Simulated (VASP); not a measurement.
# Mg (P6_3/mmc) in VASP: further runs

Mg is run at these levels: PBEsol; tasks: single point, relaxation of cell and atoms.

All numbers are computed with VASP 6.6.1; they aren't measurements. Logs are shortened: lines on timing, memory, paths and dates and some standing lists are left out, and cuts for length are marked.

**1. The cell of the first run**

It takes space group P6_3/mmc (No. 194, hexagonal). Conventional cell: a = 3.179 Å, b = 3.179 Å, c = 5.152 Å, α = 90.00°, β = 90.00°, γ = 120.00°. Within 4.2 Å of Mg (site symmetry -6m2) lie 12 Mg at 3.16 to 3.18 Å.

**2. Single point, PBEsol**

Contents of INCAR:

```
SYSTEM = Mg
PREC = Accurate
ENCUT = 520
EDIFF = 1E-6
ISMEAR = -1
SIGMA = 0.1
LREAL = .False.
LASPH = .True.
NELM = 100
ALGO = Normal
ISIF = 2
LWAVE = .False.
LCHARG = .True.
GGA = PS
LELF = .True.
LVHAR = .True.
NBANDS = 9
```

Contents of KPOINTS:

```
Automatic mesh
0
Gamma
  16 16 9
  0 0 0
```

Contents of POSCAR:

```
Mg
1.0
    3.1786349832      0.0000000000      0.0000000000
   -1.5893174916      2.7527786448      0.0000000000
    0.0000000000      0.0000000000      5.1517266807
Mg
2
Direct
    0.3333333333      0.6666666667      0.2500000000
    0.6666666667      0.3333333333      0.7500000000
```

Potentials or basis: VASP PAW PBE potentials, release 64 (Mg).

Started as:

```sh
> cat potpaw_PBE.64/Mg/POTCAR > POTCAR
> mpirun -np 1 vasp_std > vasp.out
```

OUTCAR:

```text
SYSTEM = Mg
   PREC = Accurate
   ENCUT = 520
   EDIFF = 1E-6
   ISMEAR = -1
   LREAL = .False.
   LASPH = .True.
   NELM = 100
   ISIF = 2
   GGA = PS

 ion  position               nearest neighbor table
   1  0.333  0.667  0.250-   2 3.16   2 3.16   2 3.16   2 3.16   2 3.16   2 3.16
   2  0.667  0.333  0.750-   1 3.16   1 3.16   1 3.16   1 3.16   1 3.16   1 3.16

  LATTYP: Found a hexagonal cell.
 ALAT       =     3.1786349832
 C/A-ratio  =     1.6207355383

  Lattice vectors:

 A1 = (   3.1786349832,   0.0000000000,   0.0000000000)
 A2 = (  -1.5893174916,   2.7527786448,   0.0000000000)
 A3 = (   0.0000000000,   0.0000000000,   5.1517266807)

Analysis of symmetry for initial positions (statically):
=====================================================================
 Subroutine PRICEL returns:
 Original cell was already a primitive cell.

 Routine SETGRP: Setting up the symmetry group for a
 hexagonal supercell.

 Subroutine GETGRP returns: Found 24 space group operations
 (whereof 12 operations were pure point group operations)
 out of a pool of 24 trial point group operations.

The static configuration has the point symmetry D_3d.
 The point group associated with its full space group is D_6h.

Analysis of symmetry for dynamics (positions and initial velocities):
=====================================================================
 Subroutine PRICEL returns:
 Original cell was already a primitive cell.

 Routine SETGRP: Setting up the symmetry group for a
 hexagonal supercell.

 Subroutine GETGRP returns: Found 24 space group operations
 (whereof 12 operations were pure point group operations)
 out of a pool of 24 trial point group operations.

The dynamic configuration has the point symmetry D_3d.
 The point group associated with its full space group is D_6h.

 Subroutine INISYM returns: Found 24 space group operations
 (whereof 12 operations are pure point group operations),
 and found     1 'primitive' translations

----------------------------------------------------------------------------------------

                                     Primitive cell

  volume of cell :      45.0780

  direct lattice vectors                    reciprocal lattice vectors
     3.178634983  0.000000000  0.000000000     0.314600451  0.181634655  0.000000000
    -1.589317492  2.752778645  0.000000000     0.000000000  0.363269310  0.000000000
     0.000000000  0.000000000  5.151726681     0.000000000  0.000000000  0.194109677

  length of vectors
     3.178634983  3.178634983  5.151726681     0.363269310  0.363269310  0.194109677

  position of ions in fractional coordinates (direct lattice)
     0.333333333  0.666666667  0.250000000
     0.666666667  0.333333333  0.750000000

  ion indices of the primitive-cell ions
   primitive index   ion index
                 1           1
                 2           2

----------------------------------------------------------------------------------------

 KPOINTS: Automatic mesh

Automatic generation of k-mesh.
 Grid dimensions read from file:
 generate k-points for:   16   16    9

 Generating k-lattice:

  Cartesian coordinates                     Fractional coordinates (reciprocal lattice)
     0.019662528  0.011352166  0.000000000     0.062500000  0.000000000  0.000000000
     0.000000000  0.022704332  0.000000000     0.000000000  0.062500000  0.000000000
     0.000000000  0.000000000  0.021567742     0.000000000  0.000000000  0.111111111

  Length of vectors
     0.022704332  0.022704332  0.021567742

  Shift w.r.t. Gamma in fractional coordinates (k-lattice)
     0.000000000  0.000000000  0.000000000

 Subroutine IBZKPT returns following result:
 ===========================================

 Found    150 irreducible k-points:

 Following reciprocal coordinates:
            Coordinates               Weight
  0.000000  0.000000  0.000000      1.000000
  0.062500  0.000000  0.000000      6.000000
  0.125000  0.000000  0.000000      6.000000
  0.187500  0.000000  0.000000      6.000000
  0.250000  0.000000  0.000000      6.000000
  0.312500 -0.000000  0.000000      6.000000
[... 16 lines left out ...]
  0.187500  0.187500  0.000000      6.000000
  0.250000  0.187500  0.000000     12.000000
 [... further k-points ...]
   k-points           NKPTS =    150   k-points in BZ     NKDIM =    150   number of bands    NBANDS=      9
   number of dos      NEDOS =    301   number of ions     NIONS =      2
   total plane-waves  NPLWV =  23040
   dimension x,y,z NGX =    24 NGY =   24 NGZ =   40
   dimension x,y,z NGXF=    48 NGYF=   48 NGZF=   80
   ions per type =               2
   NGX,Y,Z   is equivalent  to a cutoff of  12.55, 12.55, 12.91 a.u.
   NGXF,Y,Z  is equivalent  to a cutoff of  25.10, 25.10, 25.82 a.u.
 SYSTEM =  Mg
   PREC   = accura    normal or accurate (medium, high low for compatibility)
   ISTART =      0    job   : 0-new  1-cont  2-samecut
   ICHARG =      2    charge: 1-file 2-atom 10-const
   ISPIN  =      1    spin polarized calculation?
   LNONCOLLINEAR =      F non collinear calculations
   LSORBIT =      F    spin-orbit coupling
   LASPH  =      T    aspherical Exc in radial PAW
   ENCUT  =  520.0 eV  38.22 Ry    6.18 a.u.   5.91  5.91  9.58*2*pi/ulx,y,z
   NELM   =    100;   NELMIN=  2; NELMDL= -5     # of ELM steps
   EDIFF  = 0.1E-05   stopping-criterion for ELM
   LREAL  =      F    real-space projection
   EDIFFG = 0.1E-04   stopping-criterion for IOM
   NSW    =      0    number of steps for IOM
   IBRION =     -1    ionic relax: 0-MD 1-quasi-New 2-CG
   NFREE  =      0    steps in history (QN), initial steepest desc. (CG)
   ISIF   =      2    stress and relaxation
   ISYM   =      2    0-nonsym 1-usesym 2-fastsym
   POTIM  = 0.5000    time-step for ionic-motion
   TEBEG  =    0.0;   TEEND  =   0.0 temperature during run
   PSTRESS=    0.0 pullay stress
   NELECT =       4.0000    total number of electrons
   NUPDOWN=      -1.0000    fix difference up-down
   EMIN   =  10.00;   EMAX   =-10.00  energy-range for DOS
   EFERMI =   0.00;   METHOD = LEGACY
   ISMEAR =    -1;   SIGMA  =   0.10  broadening in eV -4-tet -1-fermi 0-gaus
   EFERMI_NEDOS =   21; number of points for ismear=-14 and -15
   IALGO  =     38    algorithm
   IMIX   =      4    mixing-type and parameters
     AMIX     =   0.40;   BMIX     =  1.00
     AMIX_MAG =   1.60;   BMIX_MAG =  1.00
  volume/ion in A,a.u.               =      22.54       152.10
  Fermi-wavevector in a.u.,A,eV,Ry     =   0.730197  1.379872  7.254454  0.533187
  Thomas-Fermi vector in A             =   1.822107
   LORBIT       =      0    0 simple, 1 ext, 2 COOP (PROOUT), +10 PAW based schemes
   GGA     = PS    functional components
   LHFCALC =     F    Hartree Fock is set to
   AEXX    =    0.0000 exact exchange contribution
   IVDW    =     0    specifies the selected vdW correction
   LEPSILON=     F    determine dielectric tensor
   LRPA    =     F    only Hartree local field effects (RPA)
 non-spin polarized calculation
  energy-cutoff  :      520.00
  volume of cell :       45.08
 maximum number of plane-waves:      1230
 NGX is ok and might be reduce to    24
   NGX = 11   NGY = 11   NGZ = 19

 number of electron       4.0000000 magnetization

 Free energy of the ion-electron system (eV)
  ---------------------------------------------------
  ext. energy  EPLUGINS =         0.00000000
  ---------------------------------------------------
  free energy    TOTEN  =        -3.45736798 eV

  energy without entropy =       -3.42743395  energy(sigma->0) =       -3.44240097

 E-fermi :   2.6989     XC(G=0):  -8.5914

 val. band max:        2.6972895470   @ k =   0.2500   0.1875   0.1111
 cond. band min:       2.7121720999   @ k =   0.3125   0.3125   0.2222
 fundamental gap:      0.0148825528
 Fermi energy:         2.6988878153

 k-point     1 :       0.0000    0.0000    0.0000
  band No.  band energies     occupation
      1      -4.3207      2.00000
      2       0.9810      2.00000
      3       1.4669      1.99999
      4      13.7018      0.00000
      5      13.7018      0.00000
      6      13.8525      0.00000
      7      13.8525      0.00000
      8      14.6220      0.00000
      9      16.2760      0.00000

 k-point     2 :       0.0625    0.0000    0.0000
  band No.  band energies     occupation
      1      -4.2429      2.00000
      2       1.0519      2.00000
      3       1.5424      1.99998
      4      12.0701      0.00000
      5      12.8059      0.00000
      6      13.6014      0.00000
      7      14.8556      0.00000
      8      15.3667      0.00000
      9      16.7908      0.00000

 k-point     3 :       0.1250    0.0000    0.0000
  band No.  band energies     occupation
      1      -4.0100      2.00000
      2       1.2645      2.00000
      3       1.7672      1.99982
      4      10.1363      0.00000
      5      11.9643      0.00000
      6      12.7178      0.00000
      7      14.8919      0.00000
      8      15.3437      0.00000
      9      15.9101      0.00000

 k-point     4 :       0.1875    0.0000    0.0000
  band No.  band energies     occupation
      1      -3.6231      2.00000
      2       1.6191      1.99996
      3       2.1356      1.99287
      4       8.2705      0.00000
      5      11.2515      0.00000
      6      11.7638      0.00000
      7      13.0307      0.00000
      8      14.2164      0.00000
      9      15.8281      0.00000
[... 205 lines left out ...]
 k-point    22 :       0.4375    0.1250    0.0000
  band No.  band energies     occupation
      1       0.7250      2.00000
      2       0.7608      2.00000
      3       5.5835      0.00000
      4       5.8616      0.00000
      5       5.9325      0.00000
      6       6.2242      0.00000
      7       8.0328      0.00000
      8      11.5198      0.00000
      9      12.5427      0.00000

 k-point    23 :       0.1875    0.1875    0.0000
  band No.  band energies     occupation
      1      -2.2435      2.00000
      2       2.8978      0.24073
      3       3.3476      0.00304
      4       5.9231      0.00000
      5       6.4635      0.00000
      6      10.6151      0.00000
      7      11.2765      0.00000
      8      11.4251      0.00000
      9      12.3428      0.00000

 k-point    24 :       0.2500    0.1875    0.0000
  band No.  band energies     occupation
      1      -1.4860      2.00000
      2       3.6089      0.00022
      3       3.7102      0.00008
      4       4.7763      0.00000
      5       5.9510      0.00000
      6       9.2913      0.00000
      7      10.2749      0.00000
      8      10.5945      0.00000
      9      11.7116      0.00000

 [... further k-points ...]
[... 5 lines left out ...]
  --------------------------------------------------------------------------------------
  -------------------------------------------------------------------------------------
  Total       -0.0059399     -0.0059399     -0.0199756      0.0000000      0.0000000      0.0000000
  in kB       -0.2111180     -0.2111180     -0.7099790      0.0000000      0.0000000      0.0000000
  external PRESSURE =      -0.3774050 kB  Pullay stress =       0.0000000 kB

 VOLUME and BASIS-vectors are now :
 -----------------------------------------------------------------------------
  energy-cutoff  :      520.00
  volume of cell :       45.08
      direct lattice vectors                 reciprocal lattice vectors
     3.178634983  0.000000000  0.000000000     0.314600451  0.181634655  0.000000000
    -1.589317492  2.752778645  0.000000000     0.000000000  0.363269310  0.000000000
     0.000000000  0.000000000  5.151726681     0.000000000  0.000000000  0.194109677

 POSITION                                       TOTAL-FORCE (eV/Angst)
 -----------------------------------------------------------------------------------
     -0.00000      1.83519      1.28793         0.000000      0.000000      0.000000
      1.58932      0.91759      3.86380        -0.000000     -0.000000      0.000000
 -----------------------------------------------------------------------------------
    total drift:                                0.000000     -0.000000      0.000000

  FREE ENERGIE OF THE ION-ELECTRON SYSTEM (eV)
  ---------------------------------------------------
  free  energy   TOTEN  =        -3.4573679843 eV

  energy  without entropy=       -3.4274339472  energy(sigma->0) =       -3.44240097
```

Wall time 19 s (1 thread of Intel Xeon Platinum 8488C (Sapphire Rapids), shared host); peak memory 0.19 GiB.

Results:

```
Free energy            : -3.4574 eV
Pressure               : 0.0 GPa
Band gap on the k mesh : zero (bands 2 and 3 overlap by 2.22 eV)
```

Caveat: the PAW data sets were made with another functional, which shifts forces and pressure a little.

(Continued in part 2 of 2.)

The gap in the log of VASP goes by the Fermi energy; the results here count the filled bands.